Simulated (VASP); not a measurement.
MgO, 2 atoms in the cell. Symmetry: Fm-3m, No. 225, cubic system. The conventional cell has a = 4.129 Å, b = 4.129 Å, c = 4.129 Å, α = 90.00°, β = 90.00°, γ = 90.00°. Mg (site symmetry m-3m) has 6 O at 2.06 Å within 2.7 Å. O (site symmetry m-3m) has 6 Mg at 2.06 Å within 2.7 Å. 

* Program: VASP 6.6.1
* Task: single point
* Functional: LDA
* Potentials or basis: VASP PAW LDA potentials, release 64 (Mg, O)
* Cutoff: 520 eV
* k mesh: 10 × 10 × 10
* Occupations: gaussian, width 0.01 eV
* Spin: no spin polarisation
* Dipole correction: no
* Further INCAR settings: ALGO = Normal; EDIFF = 1e-06; NBANDS = 11

Potentials or basis: VASP PAW LDA potentials, release 64 (Mg, O).

Launch:

```sh
$ cat potpaw_LDA.64/Mg/POTCAR potpaw_LDA.64/O/POTCAR > POTCAR
$ mpirun -np 1 vasp_std > vasp.out
```

Hardware: 1 thread of AMD EPYC 9R45 96-Core Processor (Zen 5), on a shared host.

**Question.** How long does it take, and how much memory?

**Answer.** Wall time 5 s on 1 thread of AMD EPYC 9R45 96-Core Processor (Zen 5) (shared host), peak memory 0.1 GiB. Counts: scf iterations 11, k points 47.
